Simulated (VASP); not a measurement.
Here is a VASP 6.6.1 calculation.

The input INCAR:

```
PREC = Accurate
ENCUT = 520
EDIFF = 1E-6
ISMEAR = 0
SIGMA = 0.05
LREAL = False
LASPH = True
NELM = 80
ALGO = Normal
ISIF = 2
LWAVE = False
LCHARG = False
GGA = PE
IVDW = 12
NBANDS = 27
```

File KPOINTS:

```
Automatic mesh
0
Gamma
  12 12 2
```

POSCAR

```
InO
1.0
    3.3440386077      0.0000000000      0.0000000000
   -1.6720193039      2.8960223855      0.0000000000
    0.0000000000      0.0000000000     15.0594211205
In O
2 2
Direct
    0.6666666667      0.3333333333      0.5895266171
    0.6666666667      0.3333333333      0.4104733829
    0.0000000000      0.0000000000      0.6398766429
    0.0000000000      0.0000000000      0.3601233571
```

Potentials or basis: VASP PAW PBE potentials, release 64 (In_d, O).

Run with:

```console
$ cat potpaw_PBE.64/In_d/POTCAR potpaw_PBE.64/O/POTCAR > POTCAR
$ mpirun -np 1 vasp_std > vasp.out
```

**Question.** Predict the largest force.

**Answer.** 0.968 eV/Å.

**Question.** What does it give for the band gap on the k mesh?

**Answer.** 0.61 eV, indirect (least direct gap 1.47 eV).

**Question.** Predict the dispersion energy per atom.

**Answer.** -0.156 eV.

Forces on the atoms (eV/Å):
```
In   0.000  0.000 -0.081
In   0.000  0.000  0.081
O    0.000  0.000  0.968
O    0.000  0.000 -0.968
```

Caveat: the cell differs from its parent crystal (strain -0.025 along x and y, -0.050 along z); spin-orbit coupling is left out, which moves the levels of the heavy elements.
